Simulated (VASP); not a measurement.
A run of VASP 6.6.1:

File INCAR:

```
PREC = Accurate
ENCUT = 500
EDIFF = 1E-6
ISMEAR = -1
SIGMA = 0.02
LREAL = False
LASPH = True
NELM = 120
ALGO = Normal
ISIF = 2
LWAVE = False
LCHARG = False
GGA = PE
NBANDS = 46
GGA_COMPAT = False
```

Contents of KPOINTS:

```
Automatic mesh
0
Gamma
  6 6 6
```

File POSCAR:

```
ZnGeP2
1.0
   -2.6688737731      2.6688737731      5.2582741271
    2.6688737731     -2.6688737731      5.2582741271
    2.6688737731      2.6688737731     -5.2582741271
Zn Ge P
2 2 4
Direct
    0.7500000000      0.2500000000      0.5000000000
    0.0000000000      0.0000000000      0.0000000000
    0.2500000000      0.7500000000      0.5000000000
    0.5000000000      0.5000000000      0.0000000000
    0.1275549563      0.6250000000      0.0025549563
    0.8750000000      0.8724450437      0.4974450437
    0.3750000000      0.3775549563      0.5025549563
    0.6224450437      0.1250000000      0.9974450437
```

Potentials or basis: VASP PAW PBE potentials, release 64 (Zn, Ge_d, P).

Run with:

```sh
$ cat potpaw_PBE.64/Zn/POTCAR potpaw_PBE.64/Ge_d/POTCAR potpaw_PBE.64/P/POTCAR > POTCAR
$ mpirun -np 1 vasp_std > vasp.out
```

Hardware: 1 thread of Intel(R) Xeon(R) Platinum 8488C (Sapphire Rapids), on a shared host.

Q: Estimate the wall time of this run.

A: Run time: 2.8 min on 1 thread of Intel(R) Xeon(R) Platinum 8488C (Sapphire Rapids), on a shared host, peak memory 0.41 GiB. Counts: scf iterations 15, k points 30.
